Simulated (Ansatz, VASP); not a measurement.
**Si4Se3 in VASP and in Ansatz**

```
Si Se
1.0
    -3.58081    3.58081    3.60761
     3.58081   -3.58081    3.60761
     3.58081    3.58081   -3.60761
Si Se
4 3
Cartesian
  -1.8861 3.5808 2.9223
  1.8861 3.5808 2.9223
  3.5808 -1.8861 2.9223
  3.5808 1.8861 2.9223
  0.0000 3.5808 1.3309
  3.5808 0.0000 1.3309
  0.0000 0.0000 4.5269
```

Alike in both runs: functional PBE; k mesh 3 × 3 × 3; occupations gaussian, width 0.2 eV; no spin polarisation.

Ansatz relaxed the structure, and its values are those at the end. VASP's run is a single point on that final structure, the one shown.

|  | VASP | Ansatz |
| --- | --- | --- |
| version | VASP 6.6.1 | Ansatz 0.2.0 |
| potentials or method | VASP PAW PBE potentials, release 64 (Si, Se), cutoff 520 eV | scalar-relativistic, plane waves, PAW |
| valence electrons in the cell | 34 | 64 |

Ansatz gave:

```
gap on the k mesh at the Fermi level (eV) : none
pressure (GPa)                            : 0.1
rms of the force components (eV/Å)        : 0.015
```

Question: What did VASP give for the same quantities?

Answer: gap on the k mesh at the Fermi level (eV): none; pressure (GPa): 0.1; rms of the force components (eV/Å): 0.019.

A gap of «none» marks a metal or a gap that the smearing closes. With one functional, cell and mesh, what is left measures potentials, basis and numerics. VASP's potentials hold 34 valence electrons a cell and Ansatz's 64, so a difference there can come from the potentials and not from the codes.

The k mesh is coarse, so the values compare programs but aren't converged.
